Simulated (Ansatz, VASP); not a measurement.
## One calculation of SiC, two programs

```
Si C
1.0
     3.07600    0.00000    0.00000
    -1.53800    2.66389    0.00000
     0.00000    0.00000    5.04800
Si C
2 2
Cartesian
  0.0000 1.7759 0.0000
  1.5380 0.8880 2.5240
  0.0000 1.7759 1.9435
  1.5380 0.8880 4.4675
```

Alike in both runs: task single point; functional PBE; k mesh 9 × 9 × 4; occupations gaussian, width 0.02 eV; no spin polarisation.

|  | VASP | Ansatz |
| --- | --- | --- |
| version | VASP 6.6.1 | Ansatz 0.2.0 |
| potentials or method | VASP PAW PBE potentials, release 64 (Si, C), cutoff 600 eV | scalar-relativistic, plane waves, PAW |
| valence electrons in the cell | 16 | 16 |

```csv
,VASP,Ansatz,Ansatz less VASP
gap on the k mesh at the Fermi level (eV),2.32,2.33,+0.002
least direct gap on the mesh (eV),4.11,4.12,+0.003
pressure (GPa),3.5,3.7,+0.19
"traceless stress, the component that is largest in VASP (GPa)",-3.24,-3.26,-0.019
rms of the force components (eV/Å),0.434,0.434,0.0000
```

Atom by atom the forces differ by 0.000 eV/Å (rms over components).
